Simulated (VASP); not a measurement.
# Ta (Im-3m) in VASP: a series of runs, part 3 of 3

VASP 6.6.1. The steps go on from the part before.

## (5) Density of states, PBEsol

This run uses another cell than the first one, of 18.01 Å³/atom, 0.990 times its volume.

Contents of POSCAR:

```
Ta
1.0
   -1.6512800000      1.6512800000      1.6512800000
    1.6512800000     -1.6512800000      1.6512800000
    1.6512800000      1.6512800000     -1.6512800000
Ta
1
Direct
    0.0000000000      0.0000000000      0.0000000000
```

Contents of INCAR.step1:

```
PREC     = Accurate       # precision mode
ENCUT    = 520            # plane-wave cutoff, eV
EDIFF    = 1E-6           # SCF threshold, eV
ISMEAR   = -1             # smearing method
SIGMA    = 0.05           # smearing width, eV
LREAL    = False          # projectors in reciprocal space
LASPH    = True           # aspherical terms in the spheres
NELM     = 80             # most SCF steps
ALGO     = Normal         # electronic algorithm
ISIF     = 2              # what is computed and relaxed
LWAVE    = False          # write WAVECAR
LCHARG   = True           # write CHGCAR
LMAXMIX  = 4              # l up to which the mixer works
GGA      = PS             # functional
NBANDS   = 12             # bands
```

Contents of KPOINTS.step1:

```
regular mesh
0
Gamma
  15 15 15
```

Contents of INCAR.step2:

```
PREC     = Accurate       # precision mode
ENCUT    = 520            # plane-wave cutoff, eV
EDIFF    = 1E-6           # SCF threshold, eV
ISMEAR   = -5             # smearing method
SIGMA    = 0.05           # smearing width, eV
LREAL    = False          # projectors in reciprocal space
LASPH    = True           # aspherical terms in the spheres
NELM     = 80             # most SCF steps
ALGO     = Normal         # electronic algorithm
ISIF     = 2              # what is computed and relaxed
LWAVE    = False          # write WAVECAR
LCHARG   = False          # write CHGCAR
LMAXMIX  = 4              # l up to which the mixer works
GGA      = PS             # functional
LORBIT   = 10             # projections on sites
NEDOS    = 2001           # points of the DOS
ICHARG   = 11             # starting density
```

Contents of KPOINTS.step2:

```
regular mesh
0
Gamma
  23 23 23
```

Potentials or basis: VASP PAW PBE potentials, release 64 (Ta_pv).

Command:

```
$ cat potpaw_PBE.64/Ta_pv/POTCAR > POTCAR
$ cp INCAR.step1 INCAR
$ cp KPOINTS.step1 KPOINTS
$ mpirun -np 1 vasp_std > vasp.out
$ cp INCAR.step2 INCAR
$ cp KPOINTS.step2 KPOINTS
$ mpirun -np 1 vasp_std > vasp.out
```

OUTCAR:

```text
PREC = Accurate
   ENCUT = 520
   EDIFF = 1E-6
   ISMEAR = -5
   LREAL = False
   LASPH = True
   NELM = 80
   ISIF = 2
   GGA = PS
   LORBIT = 10
   ICHARG = 11

 ion  position               nearest neighbor table
   1  0.000  0.000  0.000-

  LATTYP: Found a body centered cubic cell.
 ALAT       =     3.3025600000

  Lattice vectors:

 A1 = (  -1.6512800000,   1.6512800000,   1.6512800000)
 A2 = (   1.6512800000,  -1.6512800000,   1.6512800000)
 A3 = (   1.6512800000,   1.6512800000,  -1.6512800000)

Analysis of symmetry for initial positions (statically):
=====================================================================
 Subroutine PRICEL returns:
 Original cell was already a primitive cell.

 Routine SETGRP: Setting up the symmetry group for a
 body centered cubic supercell.

 Subroutine GETGRP returns: Found 48 space group operations
 (whereof 48 operations were pure point group operations)
 out of a pool of 48 trial point group operations.

The static configuration has the point symmetry O_h .

Analysis of symmetry for dynamics (positions and initial velocities):
=====================================================================
 Subroutine PRICEL returns:
 Original cell was already a primitive cell.

 Routine SETGRP: Setting up the symmetry group for a
 body centered cubic supercell.

 Subroutine GETGRP returns: Found 48 space group operations
 (whereof 48 operations were pure point group operations)
 out of a pool of 48 trial point group operations.

The dynamic configuration has the point symmetry O_h .

 Subroutine INISYM returns: Found 48 space group operations
 (whereof 48 operations are pure point group operations),
 and found     1 'primitive' translations

----------------------------------------------------------------------------------------

                                     Primitive cell

  volume of cell :      18.0104
[... 109 lines left out ...]
     AMIX_MAG =   1.60;   BMIX_MAG =  1.00
  volume/ion in A,a.u.               =      18.01       121.54
  Fermi-wavevector in a.u.,A,eV,Ry     =   1.388988  2.624806 26.249534  1.929286
  Thomas-Fermi vector in A             =   2.513061
   LORBIT       =     10    0 simple, 1 ext, 2 COOP (PROOUT), +10 PAW based schemes
   GGA     = PS    functional components
   LHFCALC =     F    Hartree Fock is set to
   AEXX    =    0.0000 exact exchange contribution
   IVDW    =     0    specifies the selected vdW correction
   LEPSILON=     F    determine dielectric tensor
   LRPA    =     F    only Hartree local field effects (RPA)
 non-spin polarized calculation
 Fermi weights with tetrahedron method with Bloechl corrections
  energy-cutoff  :      520.00
  volume of cell :       18.01
 maximum number of plane-waves:       495
 NGX is ok and might be reduce to    24

 number of electron      11.0000002 magnetization

 Free energy of the ion-electron system (eV)
  ---------------------------------------------------
  ext. energy  EPLUGINS =         0.00000000
  ---------------------------------------------------
  free energy    TOTEN  =       -12.54728780 eV

  energy without entropy =      -12.54728780  energy(sigma->0) =      -12.54728780

 E-fermi :   5.3036     XC(G=0): -12.7283

 val. band max:        5.2996897927   @ k =  -0.2174   0.3043   0.0870
 cond. band min:       5.3151463779   @ k =  -0.2174   0.2609   0.0870
 fundamental gap:      0.0154565852
 Fermi energy:         5.3036227135

 k-point     1 :       0.0000    0.0000    0.0000
  band No.  band energies     occupation
      1     -27.7020      2.00000
      2     -27.7020      2.00000
      3     -27.7020      2.00000
      4      -2.6083      2.00000
      5       6.0425      0.00000
      6       6.0425      0.00000
      7       6.0425      0.00000
      8       9.3125      0.00000
      9       9.3125      0.00000
[... 265 lines left out ...]
 k-point    24 :       0.0870    0.0870    0.0000
  band No.  band energies     occupation
      1     -27.9651      2.00000
      2     -27.7624      2.00000
      3     -27.7248      2.00000
      4      -1.6406      2.00000
      5       5.5399     -0.10578
      6       5.6430     -0.01751
      7       7.0729      0.00000
      8       8.5607      0.00000
      9       9.4359      0.00000

 [... further k-points ...]
[... 5 lines left out ...]
  --------------------------------------------------------------------------------------
  -------------------------------------------------------------------------------------
  Total       -0.4372088     -0.4372088     -0.4372088     -0.0000000     -0.0000000      0.0000000
  in kB      -38.8935288    -38.8935288    -38.8935288     -0.0000000     -0.0000000      0.0000000
  external PRESSURE =     -38.8935288 kB  Pullay stress =       0.0000000 kB

 VOLUME and BASIS-vectors are now :
 -----------------------------------------------------------------------------
  energy-cutoff  :      520.00
  volume of cell :       18.01
      direct lattice vectors                 reciprocal lattice vectors
    -1.651280000  1.651280000  1.651280000     0.000000000  0.302795407  0.302795407
     1.651280000 -1.651280000  1.651280000     0.302795407  0.000000000  0.302795407
     1.651280000  1.651280000 -1.651280000     0.302795407  0.302795407  0.000000000

 POSITION                                       TOTAL-FORCE (eV/Angst)
 -----------------------------------------------------------------------------------
      0.00000      0.00000      0.00000         0.000000     -0.000000      0.000000
 -----------------------------------------------------------------------------------
    total drift:                               -0.000000     -0.000000     -0.000000

  FREE ENERGIE OF THE ION-ELECTRON SYSTEM (eV)
  ---------------------------------------------------
  free  energy   TOTEN  =       -12.5472878016 eV

  energy  without entropy=      -12.5472878016  energy(sigma->0) =      -12.54728780

 total charge

# of ion       s       p       d       tot
------------------------------------------
    1        0.370   6.170   2.393   8.933
```

OUTCAR.step1:

```text
PREC = Accurate
   ENCUT = 520
   EDIFF = 1E-6
   ISMEAR = -1
   LREAL = False
[... 576 lines left out ...]

 POSITION                                       TOTAL-FORCE (eV/Angst)
 -----------------------------------------------------------------------------------
      0.00000      0.00000      0.00000         0.000000      0.000000      0.000000
 -----------------------------------------------------------------------------------
    total drift:                                0.000000      0.000000      0.000000

  FREE ENERGIE OF THE ION-ELECTRON SYSTEM (eV)
  ---------------------------------------------------
  free  energy   TOTEN  =       -12.5519331955 eV

  energy  without entropy=      -12.5415420470  energy(sigma->0) =      -12.54673762
```

OSZICAR.step1:

```text
N       E                     dE             d eps       ncg     rms          rms(c)
DAV:   1     0.603797509525E+02    0.60380E+02   -0.62057E+03  2892   0.879E+02
DAV:   2    -0.120126148181E+02   -0.72392E+02   -0.70643E+02  3236   0.245E+02
DAV:   3    -0.130629669919E+02   -0.10504E+01   -0.10373E+01  3452   0.275E+01
DAV:   4    -0.130656286131E+02   -0.26616E-02   -0.26614E-02  3212   0.156E+00
DAV:   5    -0.130656372445E+02   -0.86314E-05   -0.86313E-05  3444   0.836E-02    0.138E+01
DAV:   6    -0.126705639328E+02    0.39507E+00   -0.31264E-01  3432   0.591E+00    0.665E+00
DAV:   7    -0.125533609571E+02    0.11720E+00   -0.26380E-01  3300   0.502E+00    0.379E-01
DAV:   8    -0.125519640818E+02    0.13969E-02   -0.84600E-03  3128   0.756E-01    0.125E-01
DAV:   9    -0.125519368788E+02    0.27203E-04   -0.10480E-04  3296   0.107E-01    0.230E-02
DAV:  10    -0.125519332256E+02    0.36533E-05   -0.27544E-06  3200   0.177E-02    0.239E-03
DAV:  11    -0.125519331955E+02    0.30018E-07   -0.10328E-07  1744   0.358E-03
   1 F= -.12551933E+02 E0= -.12546738E+02  d E =-.103911E-01
```

Run time: 29 s. Hardware: 1 thread of Intel Xeon Platinum 8488C (Sapphire Rapids), shared host; peak memory 0.2 GiB.

What came out:

* Valence electrons inside the program's atomic spheres: Ta 8.93

Caveat: the PAW data sets were made with another functional, which shifts forces and pressure a little; spin-orbit coupling is left out, which moves the levels of the heavy elements; tetrahedron occupations give inexact forces and stress in metals.

## (6) Summary

| task | cell | k mesh for the DOS | occupations for the DOS | gap on the mesh (eV) | pressure (GPa) |
| --- | --- | --- | --- | --- | --- |
| electric field gradients | a = 2.870 Å, angles 109.5°, 1 atom | - | - | none | -5.8 |
| electric field gradients | a = 2.898 Å, angles 109.5°, 1 atom | - | - | none | -10.9 |
| density of states | a = 2.860 Å, angles 109.5°, 1 atom | 23 × 23 × 23 | tetrahedron | - | - |

Alike in all rows: level PBEsol; potentials or basis VASP PAW PBE potentials, release 64 (Ta_pv); no spin polarisation; k mesh 15 × 15 × 15; cutoff (eV) 520; smearing fermi-dirac 0.05 eV.

Caveats: the PAW data sets were made with another functional, which shifts forces and pressure a little; spin-orbit coupling is left out, which moves the levels of the heavy elements; tetrahedron occupations give inexact forces and stress in metals (some runs).

Total energies depend on the potentials used, so only differences within one code and one set of settings carry meaning.
